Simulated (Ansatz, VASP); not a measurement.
# Y: VASP beside Ansatz

```
Y
1.0
     3.64740    0.00000    0.00000
    -1.82370    3.15874    0.00000
     0.00000    0.00000    5.73060
Y
2
Direct
  0.66667 0.33333 0.75000
  0.33333 0.66667 0.25000
```

Alike in both runs: task relaxation of cell and atoms; functional r2SCAN; k mesh 8 × 8 × 5; occupations fermi-dirac, width 0.05 eV; no spin polarisation.

```csv
,VASP,Ansatz
version,VASP 6.6.1,Ansatz 0.2.0
potentials or method,"VASP PAW PBE potentials, release 64 (Y_sv)",Ansatz PAW
plane-wave cutoff (eV),600,500
valence electrons in the cell,22,22
```

|  | VASP | Ansatz | Ansatz less VASP |
| --- | --- | --- | --- |
| gap on the k mesh at the Fermi level, each at its own relaxed structure (eV) | none | none | - |
| relaxed volume (Å³/atom) | 33.60 | 33.57 | -0.032 |
| relaxed length of the cell vector where the two differ most in proportion (Å) | 3.682 | 3.681 | -0.0015 |

VASP's potentials were made for PBE, not for r2SCAN. A gap of «none» marks a metal or a gap that the smearing closes.

Noted on Ansatz's run: the plane-wave basis is chosen anew once the cell has moved, so the energies of steps on either side of that aren't comparable.
